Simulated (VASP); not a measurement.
A run of VASP 6.6.1:

File INCAR:

```
PREC = Accurate
ENCUT = 520
EDIFF = 1E-7
ISMEAR = -1
SIGMA = 0.05
LREAL = F
LASPH = T
NELM = 60
ALGO = Normal
ISIF = 2
LWAVE = F
LCHARG = F
GGA = PS
NBANDS = 32
```

Contents of KPOINTS:

```
regular mesh
0
Gamma
  6 6 6
```

Contents of POSCAR:

```
Sn3Se
1.0
    4.3262578975      0.0000000000      0.0000000000
    0.0000000000      4.3262578975      0.0000000000
    0.0000000000      0.0000000000      4.3262578975
Sn Se
3 1
Direct
    0.5000000000      0.5000000000      0.0000000000
    0.5000000000      0.0000000000      0.5000000000
    0.0000000000      0.5000000000      0.5000000000
    0.0000000000      0.0000000000      0.0000000000
```

Potentials or basis: VASP PAW PBE potentials, release 64 (Sn_d, Se).

Launch:

```bash
$ cat potpaw_PBE.64/Sn_d/POTCAR potpaw_PBE.64/Se/POTCAR > POTCAR
$ mpirun -np 1 vasp_std > vasp.out
```

Hardware: 1 thread of AMD EPYC 7R43 64-Core Processor (Zen 3), with other jobs on the host.

Q: Estimate the wall time of this run.

A: Wall time 31 s on 1 thread of AMD EPYC 7R43 64-Core Processor (Zen 3), on a shared host, peak memory 0.16 GiB. Counts: scf iterations 12, k points 20.
